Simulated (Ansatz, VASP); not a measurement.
**One calculation of La2Y2O, two programs**

```
La Y O
1.0
     5.42250    0.00000    0.00000
     0.00000    5.42250    0.00000
     0.00000    0.00000    5.90216
La Y O
2 2 1
Cartesian
  0.0000 0.0000 2.9511
  0.0000 0.0000 0.0000
  0.0000 2.7112 5.7899
  2.7112 0.0000 0.1123
  2.7112 2.7112 0.0000
```

Alike in both runs: functional PBE; k mesh 4 × 4 × 3; occupations gaussian, width 0.2 eV; no spin polarisation.

Ansatz relaxed the structure, and its values are those at the end. VASP's run is a single point on that final structure, the one shown.

|  | VASP | Ansatz |
| --- | --- | --- |
| version | VASP 6.6.1 | Ansatz 0.2.0 |
| potentials or method | VASP PAW PBE potentials, release 64 (La, Y_sv, O), cutoff 520 eV | scalar-relativistic, plane waves, PAW |
| valence electrons in the cell | 50 | 50 |

```csv
,VASP,Ansatz,Ansatz less VASP
gap on the k mesh at the Fermi level (eV),none,none,-
pressure (GPa),0.4,0.4,+0.01
rms of the force components (eV/Å),0.017,0.017,0.0000
```

A gap of «none» marks a metal or a gap that the smearing closes.

Spin-orbit coupling is off throughout.
